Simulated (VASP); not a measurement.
# InPd (Pm-3m) in VASP: notebook

The runs below take InPd through single point, with PBEsol.

All numbers are computed with VASP 6.6.1; they aren't measurements. Logs are shortened: lines on timing, memory, paths and dates and some standing lists are left out, and cuts for length are marked.

### Step 1. The cell of the first run

It takes space group Pm-3m (No. 221, cubic). Conventional cell: a = 3.247 Å, b = 3.247 Å, c = 3.247 Å, α = 90.00°, β = 90.00°, γ = 90.00°. Within 3.7 Å of In (site symmetry m-3m) lie 8 Pd at 2.81 Å and 6 In at 3.25 Å. Within 3.7 Å of Pd (site symmetry m-3m) lie 8 In at 2.81 Å and 6 Pd at 3.25 Å.

### Step 2. Single point, PBEsol

The input, INCAR:

```
PREC = Accurate
ENCUT = 520
EDIFF = 1E-6
ISMEAR = 0
SIGMA = 0.1
LREAL = False
LASPH = True
NELM = 60
ALGO = Normal
ISIF = 2
LWAVE = False
LCHARG = False
GGA = PS
NBANDS = 18
```

The input, KPOINTS:

```
Automatic mesh
0
Gamma
  14 14 14
```

The input, POSCAR:

```
InPd
1.0
    3.2466286221      0.0000000000      0.0000000000
    0.0000000000      3.2466286221      0.0000000000
    0.0000000000      0.0000000000      3.2466286221
In Pd
1 1
Direct
    0.0000000000      0.0000000000      0.0000000000
    0.5000000000      0.5000000000      0.5000000000
```

Potentials or basis: VASP PAW PBE potentials, release 64 (In_d, Pd).

Run with:

```
> cat potpaw_PBE.64/In_d/POTCAR potpaw_PBE.64/Pd/POTCAR > POTCAR
> mpirun -np 1 vasp_std > vasp.out
```

OUTCAR:

```text
PREC = Accurate
   ENCUT = 520
   EDIFF = 1E-6
   ISMEAR = 0
   LREAL = False
   LASPH = True
   NELM = 60
   ISIF = 2
   GGA = PS

 ion  position               nearest neighbor table
   1  0.000  0.000  0.000-   2 2.81   2 2.81   2 2.81   2 2.81   2 2.81   2 2.81   2 2.81   2 2.81

   2  0.500  0.500  0.500-   1 2.81   1 2.81   1 2.81   1 2.81   1 2.81   1 2.81   1 2.81   1 2.81

  LATTYP: Found a simple cubic cell.
 ALAT       =     3.2466286221

  Lattice vectors:

 A1 = (   3.2466286221,   0.0000000000,   0.0000000000)
 A2 = (   0.0000000000,   3.2466286221,   0.0000000000)
 A3 = (   0.0000000000,   0.0000000000,   3.2466286221)

Analysis of symmetry for initial positions (statically):
=====================================================================
 Subroutine PRICEL returns:
 Original cell was already a primitive cell.

 Routine SETGRP: Setting up the symmetry group for a
 simple cubic supercell.

 Subroutine GETGRP returns: Found 48 space group operations
 (whereof 48 operations were pure point group operations)
 out of a pool of 48 trial point group operations.

The static configuration has the point symmetry O_h .

Analysis of symmetry for dynamics (positions and initial velocities):
=====================================================================
 Subroutine PRICEL returns:
 Original cell was already a primitive cell.

 Routine SETGRP: Setting up the symmetry group for a
 simple cubic supercell.

 Subroutine GETGRP returns: Found 48 space group operations
 (whereof 48 operations were pure point group operations)
 out of a pool of 48 trial point group operations.

The dynamic configuration has the point symmetry O_h .

 Subroutine INISYM returns: Found 48 space group operations
 (whereof 48 operations are pure point group operations),
 and found     1 'primitive' translations

----------------------------------------------------------------------------------------

                                     Primitive cell

  volume of cell :      34.2214

  direct lattice vectors                    reciprocal lattice vectors
     3.246628622  0.000000000  0.000000000     0.308011823  0.000000000  0.000000000
     0.000000000  3.246628622  0.000000000     0.000000000  0.308011823  0.000000000
     0.000000000  0.000000000  3.246628622     0.000000000  0.000000000  0.308011823

  length of vectors
     3.246628622  3.246628622  3.246628622     0.308011823  0.308011823  0.308011823

  position of ions in fractional coordinates (direct lattice)
     0.000000000  0.000000000  0.000000000
     0.500000000  0.500000000  0.500000000

  ion indices of the primitive-cell ions
   primitive index   ion index
                 1           1
                 2           2

----------------------------------------------------------------------------------------

 KPOINTS: Automatic mesh

Automatic generation of k-mesh.
 Grid dimensions read from file:
 generate k-points for:   14   14   14

 Generating k-lattice:

  Cartesian coordinates                     Fractional coordinates (reciprocal lattice)
     0.022000844  0.000000000  0.000000000     0.071428571  0.000000000  0.000000000
     0.000000000  0.022000844  0.000000000     0.000000000  0.071428571  0.000000000
     0.000000000  0.000000000  0.022000844     0.000000000  0.000000000  0.071428571

  Length of vectors
     0.022000844  0.022000844  0.022000844

  Shift w.r.t. Gamma in fractional coordinates (k-lattice)
     0.000000000  0.000000000  0.000000000

 Subroutine IBZKPT returns following result:
 ===========================================

 Found    120 irreducible k-points:

 Following reciprocal coordinates:
            Coordinates               Weight
  0.000000  0.000000  0.000000      1.000000
  0.071429  0.000000  0.000000      6.000000
  0.142857  0.000000  0.000000      6.000000
  0.214286  0.000000  0.000000      6.000000
  0.285714  0.000000  0.000000      6.000000
  0.357143  0.000000  0.000000      6.000000
[... 16 lines left out ...]
  0.285714  0.214286  0.000000     24.000000
  0.357143  0.214286  0.000000     24.000000
 [... further k-points ...]
   k-points           NKPTS =    120   k-points in BZ     NKDIM =    120   number of bands    NBANDS=     18
   number of dos      NEDOS =    301   number of ions     NIONS =      2
   total plane-waves  NPLWV =  13824
   dimension x,y,z NGX =    24 NGY =   24 NGZ =   24
   dimension x,y,z NGXF=    48 NGYF=   48 NGZF=   48
   ions per type =               1   1
   NGX,Y,Z   is equivalent  to a cutoff of  12.29, 12.29, 12.29 a.u.
   NGXF,Y,Z  is equivalent  to a cutoff of  24.58, 24.58, 24.58 a.u.
 SYSTEM =  unknown system
   PREC   = accura    normal or accurate (medium, high low for compatibility)
   ISTART =      0    job   : 0-new  1-cont  2-samecut
   ICHARG =      2    charge: 1-file 2-atom 10-const
   ISPIN  =      1    spin polarized calculation?
   LNONCOLLINEAR =      F non collinear calculations
   LSORBIT =      F    spin-orbit coupling
   LASPH  =      T    aspherical Exc in radial PAW
   ENCUT  =  520.0 eV  38.22 Ry    6.18 a.u.   6.04  6.04  6.04*2*pi/ulx,y,z
   NELM   =     60;   NELMIN=  2; NELMDL= -5     # of ELM steps
   EDIFF  = 0.1E-05   stopping-criterion for ELM
   LREAL  =      F    real-space projection
   EDIFFG = 0.1E-04   stopping-criterion for IOM
   NSW    =      0    number of steps for IOM
   IBRION =     -1    ionic relax: 0-MD 1-quasi-New 2-CG
   NFREE  =      0    steps in history (QN), initial steepest desc. (CG)
   ISIF   =      2    stress and relaxation
   ISYM   =      2    0-nonsym 1-usesym 2-fastsym
   POTIM  = 0.5000    time-step for ionic-motion
   TEBEG  =    0.0;   TEEND  =   0.0 temperature during run
   PSTRESS=    0.0 pullay stress
   NELECT =      23.0000    total number of electrons
   NUPDOWN=      -1.0000    fix difference up-down
   EMIN   =  10.00;   EMAX   =-10.00  energy-range for DOS
   EFERMI =   0.00;   METHOD = LEGACY
   ISMEAR =     0;   SIGMA  =   0.10  broadening in eV -4-tet -1-fermi 0-gaus
   EFERMI_NEDOS =   21; number of points for ismear=-14 and -15
   IALGO  =     38    algorithm
   IMIX   =      4    mixing-type and parameters
     AMIX     =   0.40;   BMIX     =  1.00
     AMIX_MAG =   1.60;   BMIX_MAG =  1.00
  volume/ion in A,a.u.               =      17.11       115.47
  Fermi-wavevector in a.u.,A,eV,Ry     =   1.434008  2.709882 27.978724  2.056378
  Thomas-Fermi vector in A             =   2.553463
   LORBIT       =      0    0 simple, 1 ext, 2 COOP (PROOUT), +10 PAW based schemes
   GGA     = PS    functional components
   LHFCALC =     F    Hartree Fock is set to
   AEXX    =    0.0000 exact exchange contribution
   IVDW    =     0    specifies the selected vdW correction
   LEPSILON=     F    determine dielectric tensor
   LRPA    =     F    only Hartree local field effects (RPA)
 non-spin polarized calculation
 Gauss-broadening in eV      SIGMA  =   0.10
  energy-cutoff  :      520.00
  volume of cell :       34.22
 maximum number of plane-waves:       942
   NGX = 13   NGY = 13   NGZ = 13

 number of electron      22.9999988 magnetization

 Free energy of the ion-electron system (eV)
  ---------------------------------------------------
  ext. energy  EPLUGINS =         0.00000000
  ---------------------------------------------------
  free energy    TOTEN  =       -10.00342991 eV

  energy without entropy =      -10.00016443  energy(sigma->0) =      -10.00179717

 E-fermi :  10.7414     XC(G=0): -12.5359

 val. band max:       10.7234457212   @ k =   0.2857   0.0714   0.0000
 cond. band min:      10.7844660272   @ k =   0.5000   0.5000   0.4286
 fundamental gap:      0.0610203060
 Fermi energy:        10.7414015644

 k-point     1 :       0.0000    0.0000    0.0000
  band No.  band energies     occupation
      1      -4.2509      2.00000
      2      -4.2509      2.00000
      3      -3.8085      2.00000
      4      -3.8085      2.00000
      5      -3.8085      2.00000
      6       0.3748      2.00000
[... 10 lines left out ...]
     17      21.4317      0.00000
     18      26.7295      0.00000

 k-point     2 :       0.0714    0.0000    0.0000
  band No.  band energies     occupation
      1      -4.2477      2.00000
      2      -4.2322      2.00000
      3      -3.8142      2.00000
      4      -3.8142      2.00000
      5      -3.8067      2.00000
      6       0.4576      2.00000
[... 10 lines left out ...]
     17      21.8862      0.00000
     18      26.5715      0.00000

 k-point     3 :       0.1429    0.0000    0.0000
  band No.  band energies     occupation
      1      -4.2386      2.00000
      2      -4.1796      2.00000
      3      -3.8301      2.00000
      4      -3.8301      2.00000
      5      -3.8017      2.00000
      6       0.7054      2.00000
[... 10 lines left out ...]
     17      23.3874      0.00000
     18      26.1107      0.00000

 k-point     4 :       0.2143    0.0000    0.0000
  band No.  band energies     occupation
      1      -4.2255      2.00000
      2      -4.1039      2.00000
      3      -3.8531      2.00000
      4      -3.8531      2.00000
      5      -3.7945      2.00000
      6       1.1167      2.00000
[... 10 lines left out ...]
     17      25.4357      0.00000
     18      25.6369      0.00000

 k-point     5 :       0.2857    0.0000    0.0000
  band No.  band energies     occupation
      1      -4.2108      2.00000
      2      -4.0203      2.00000
      3      -3.8785      2.00000
      4      -3.8785      2.00000
      5      -3.7864      2.00000
      6       1.6866      2.00000
[... 10 lines left out ...]
     17      25.2100      0.00000
     18      25.2308      0.00000

 k-point     6 :       0.3571    0.0000    0.0000
  band No.  band energies     occupation
      1      -4.1976      2.00000
      2      -3.9454      2.00000
      3      -3.9011      2.00000
      4      -3.9011      2.00000
      5      -3.7792      2.00000
      6       2.4040      2.00000
[... 307 lines left out ...]
 k-point    21 :       0.5000    0.1429    0.0000
  band No.  band energies     occupation
      1      -4.1418      2.00000
      2      -3.9777      2.00000
      3      -3.9298      2.00000
      4      -3.8386      2.00000
      5      -3.8090      2.00000
      6       4.0162      2.00000
[... 10 lines left out ...]
     17      21.9312      0.00000
     18      23.4262      0.00000

 k-point    22 :       0.2143    0.2143    0.0000
  band No.  band energies     occupation
      1      -4.1518      2.00000
      2      -4.0081      2.00000
      3      -3.9261      2.00000
      4      -3.8675      2.00000
      5      -3.8341      2.00000
      6       1.8224      2.00000
[... 10 lines left out ...]
     17      24.6077      0.00000
     18      25.5356      0.00000

 k-point    23 :       0.2857    0.2143    0.0000
  band No.  band energies     occupation
      1      -4.1317      2.00000
      2      -3.9664      2.00000
      3      -3.9315      2.00000
      4      -3.8896      2.00000
      5      -3.8427      2.00000
      6       2.3496      2.00000
[... 10 lines left out ...]
     17      24.2644      0.00000
     18      25.5072      0.00000

 k-point    24 :       0.3571    0.2143    0.0000
  band No.  band energies     occupation
      1      -4.1179      2.00000
      2      -4.0019      2.00000
      3      -3.9139      2.00000
      4      -3.8584      2.00000
      5      -3.8459      2.00000
      6       2.9891      2.00000
[... 10 lines left out ...]
     17      23.7050      0.00000
     18      24.2018      0.00000

 [... further k-points ...]
[... 5 lines left out ...]
  --------------------------------------------------------------------------------------
  -------------------------------------------------------------------------------------
  Total        0.0418417      0.0418417      0.0418417     -0.0000000     -0.0000000      0.0000000
  in kB        1.9589454      1.9589454      1.9589454     -0.0000000     -0.0000000      0.0000000
  external PRESSURE =       1.9589454 kB  Pullay stress =       0.0000000 kB

 VOLUME and BASIS-vectors are now :
 -----------------------------------------------------------------------------
  energy-cutoff  :      520.00
  volume of cell :       34.22
      direct lattice vectors                 reciprocal lattice vectors
     3.246628622  0.000000000  0.000000000     0.308011823  0.000000000  0.000000000
     0.000000000  3.246628622  0.000000000     0.000000000  0.308011823  0.000000000
     0.000000000  0.000000000  3.246628622     0.000000000  0.000000000  0.308011823

 POSITION                                       TOTAL-FORCE (eV/Angst)
 -----------------------------------------------------------------------------------
      0.00000      0.00000      0.00000         0.000000      0.000000      0.000000
      1.62331      1.62331      1.62331         0.000000      0.000000      0.000000
 -----------------------------------------------------------------------------------
    total drift:                                0.000000      0.000000     -0.000000

  FREE ENERGIE OF THE ION-ELECTRON SYSTEM (eV)
  ---------------------------------------------------
  free  energy   TOTEN  =       -10.0034299080 eV

  energy  without entropy=      -10.0001644287  energy(sigma->0) =      -10.00179717
```

It took 19 s on 1 thread of Intel Xeon Platinum 8375C at 2.90GHz (Ice Lake), shared host; peak memory 0.2 GiB.

What came out:

```
Free energy : -10.0034 eV
Pressure    : 0.2 GPa
```

Levels at points of the mesh, in eV from the Fermi level:
| k point | band 8 | band 9 | band 10 | band 11 | band 12 | band 13 | band 14 | band 15 | band 16 | band 17 |
| --- | --- | --- | --- | --- | --- | --- | --- | --- | --- | --- |
| (0.00, 0.00, 0.00) | -3.99 | -2.38 | -2.38 | -2.38 | 4.15 | 4.15 | 4.15 | 9.61 | 10.69 | 10.69 |
| (0.50, 0.00, 0.00) | -3.98 | -3.42 | -3.42 | -2.47 | -1.19 | 9.67 | 9.67 | 9.91 | 10.77 | 10.77 |
| (0.50, 0.50, 0.00) | -2.80 | -2.80 | -2.51 | -2.51 | -1.78 | 1.50 | 2.45 | 9.53 | 11.30 | 11.30 |
| (0.50, 0.50, 0.50) | -5.09 | -1.74 | -1.74 | -0.09 | 3.73 | 3.73 | 3.73 | 4.42 | 4.42 | 4.42 |

Caveat: the PAW data sets were made with another functional, which shifts forces and pressure a little; spin-orbit coupling is left out, which moves the levels of the heavy elements.

### Step 3. Single point, PBEsol

This run uses another cell than the first one, of 17.51 Å³/atom, 1.024 times its volume.

The input, INCAR:

```
SYSTEM = InPd
PREC = Accurate
ENCUT = 500
EDIFF = 1E-6
ISMEAR = 0
SIGMA = 0.1
LREAL = .False.
LASPH = .True.
NELM = 120
ALGO = Normal
ISIF = 2
LWAVE = .False.
LCHARG = .True.
GGA = PS
LELF = .True.
LVHAR = .True.
NBANDS = 18
GGA_COMPAT = .False.
```

The input, KPOINTS:

```
Automatic mesh
0
Gamma
  6 6 6
  0 0 0
```

The input, POSCAR:

```
InPd
1.0
    3.2718847800      0.0000000000      0.0000000000
    0.0000000000      3.2718847800      0.0000000000
    0.0000000000      0.0000000000      3.2718847800
In Pd
1 1
Direct
    0.0000000000      0.0000000000      0.0000000000
    0.5000000000      0.5000000000      0.5000000000
```

Potentials or basis: VASP PAW PBE potentials, release 64 (In_d, Pd).

Run with:

```
> cat potpaw_PBE.64/In_d/POTCAR potpaw_PBE.64/Pd/POTCAR > POTCAR
> mpirun -np 1 vasp_std > vasp.out
```

It took 12 s on 1 thread of Intel Xeon 8259CL, shared host; peak memory 0.14 GiB.

The run converged. Its results:

| Property | Result |
| --- | --- |
| Free energy | -9.9686 eV |
| Pressure | -2.5 GPa |

Levels at points of the mesh, in eV from the Fermi level:
```tsv
k point	band 9	band 10	band 11	band 12	band 13	band 14
(0.00, 0.00, 0.00)	-2.31	-2.31	-2.31	4.16	4.16	4.16
(0.50, 0.00, 0.00)	-3.30	-3.30	-2.39	-1.16	9.52	9.52
(0.50, 0.50, 0.00)	-2.72	-2.37	-2.37	-1.73	1.42	2.41
(0.50, 0.50, 0.50)	-1.69	-1.69	-0.12	3.74	3.74	3.74
```

Caveat: the PAW data sets were made with another functional, which shifts forces and pressure a little; spin-orbit coupling is left out, which moves the levels of the heavy elements.
